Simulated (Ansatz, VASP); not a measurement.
**Zr: VASP beside Ansatz**

Contents of INCAR:

```
  ALGO = Normal
  EDIFF = 1E-6
  ENCUT = 520
  GGA = RE
  ISIF = 2
  ISMEAR = -1
  LASPH = T
  LCHARG = F
  LREAL = F
  LWAVE = F
  NBANDS = 25
  NELM = 80
  PREC = Accurate
  SIGMA = 0.1
```

Contents of KPOINTS:

```
k-points
0
Gamma
  8 8 11
```

POSCAR

```
Zr
1.0
    5.0084429730      0.0000000000      0.0000000000
   -2.5042214865      4.3374388480      0.0000000000
    0.0000000000      0.0000000000      3.1188063889
Zr
3
Direct
    1.0000000000      0.0000000000      1.0000000000
    0.3333333333      0.6666666667      0.5000000000
    0.6666666667      0.3333333333      0.5000000000
```

Input for Ansatz:

```yaml
crystal:
  lattice:
    - [5.008442973, 0.0, 0.0]
    - [-2.5042214865, 4.337438848, 0.0]
    - [0.0, 0.0, 3.1188063889]
  atoms:
    - { symbol: Zr, position: [1.0, 0.0, 1.0] }
    - { symbol: Zr, position: [0.3333333333, 0.6666666667, 0.5] }
    - { symbol: Zr, position: [0.6666666667, 0.3333333333, 0.5] }
hamiltonian:
  xc: revpbe
  pseudopotentials:
    kind: paw
    azcp:
      Zr: "pseudopotentials/Zr.paw.azcp"
basis:
  ecutwfc: 420
  fft_grid_basis: typed
kpoints:
  mp_grid: { grid: [8, 8, 11], shift: [0, 0, 0] }
magnetization:
  spin_polarized: false
scf:
  occupations: { method: fermi_dirac, width: 0.1 }
  lower_state_search: "off"
output:
  stress: true
  write_density: true
  write_potential: true
  elf: true
  volumetric_format: npy
```

Alike in both runs: task single point; functional revPBE; k mesh 8 × 8 × 11; occupations fermi-dirac, width 0.1 eV; no spin polarisation.

|  | VASP | Ansatz |
| --- | --- | --- |
| version | VASP 6.6.1 | Ansatz 0.2.0 |
| potentials or method | VASP PAW PBE potentials, release 64 (Zr_sv), cutoff 520 eV | plane waves (420 eV) with PAW, scalar-relativistic |
| valence electrons in the cell | 36 | 36 |

```csv
,VASP,Ansatz,Ansatz less VASP
pressure (GPa),4.0,4.0,-0.01
"traceless stress, the component that is largest in VASP (GPa)",0.05,0.06,+0.013
```

VASP's potentials were made for PBE, not for revPBE.
